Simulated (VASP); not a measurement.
Write the native input for VASP 6.6.1 that does the following.

```
Task                   : relaxation of cell and atoms
Functional             : PBE
Potentials or basis    : VASP PAW PBE potentials, release 64 (Mg, Zn, O)
Cutoff                 : 600 eV
k mesh                 : 4 × 4 × 4
Occupations            : gaussian, width 0.2 eV
Spin                   : no spin polarisation
Dipole correction      : no
Further INCAR settings : ALGO = Normal; EDIFF = 1e-06; IBRION = 2; EDIFFG = -0.08; NSW = 36; ISIF = 3
```

The structure of MgZn4O lies in POSCAR:

```
MgZn4O
1.0
    0.0000000000      3.3678364300      3.3678364300
    3.3678364300      0.0000000000      3.3678364300
    3.3678364300      3.3678364300      0.0000000000
Mg Zn O
1 4 1
Direct
    0.0000000000      0.0000000000      0.0000000000
    0.3759208700      0.3759208700      0.8722373800
    0.8722373800      0.3759208700      0.3759208700
    0.3759208700      0.3759208700      0.3759208700
    0.3759208700      0.8722373800      0.3759208700
    0.7500000000      0.7500000000      0.7500000000
```

These files were run (other wordings do the same):

INCAR

```
SYSTEM = MgZn4O
PREC     = Accurate       ! precision mode
ENCUT    = 600            ! plane-wave cutoff, eV
EDIFF    = 1E-6           ! SCF threshold, eV
ISMEAR   = 0              ! smearing method
SIGMA    = 0.2            ! smearing width, eV
LREAL    = .False.        ! projectors in reciprocal space
LASPH    = .True.         ! aspherical terms in the spheres
NELM     = 100            ! most SCF steps
ALGO     = Normal         ! electronic algorithm
ISIF     = 3              ! what is computed and relaxed
LWAVE    = .False.        ! write WAVECAR
LCHARG   = .False.        ! write CHGCAR
GGA      = PE             ! functional
IBRION   = 2              ! ionic algorithm
NSW      = 36             ! ionic steps
EDIFFG   = -0.08          ! ionic threshold
```

KPOINTS

```
regular mesh
0
Gamma
  4 4 4
  0 0 0
```

Potentials or basis: VASP PAW PBE potentials, release 64 (Mg, Zn, O).

The run is started by

```sh
$ cat potpaw_PBE.64/Mg/POTCAR potpaw_PBE.64/Zn/POTCAR potpaw_PBE.64/O/POTCAR > POTCAR
$ mpirun -np 1 vasp_std > vasp.out
```

Results of the run:

```
Relaxed volume                         : 15.80 Å³/atom
Relaxed cell                           : a = 5.118 Å, b = 5.118 Å, c = 5.118 Å, α = 60.00°, β = 60.00°, γ = 60.00°
Space group after relaxing (to 0.05 Å) : F-43m (No. 216)
Energy gained by relaxing              : 183.4 meV/atom
Ionic steps                            : 5
Pressure after relaxing                : -0.1 GPa
Largest force after relaxing           : 0.007 eV/Å
Band gap on the k mesh                 : zero (band 28 reaches 2.45 eV, above the bottom of band 29 at 1.81 eV)
```

Caveat: the k points lie up to 0.38 Å⁻¹ apart in the final cell; the volume moved by over 15 % at a fixed basis, so the end points are rough; the relaxation stopped at a loose force limit of 0.08 eV/Å, so its end isn't a converged minimum.

It took 2.7 min on 1 thread of AMD EPYC 7R43 64-Core Processor (Zen 3) (shared host), peak memory 0.22 GiB.
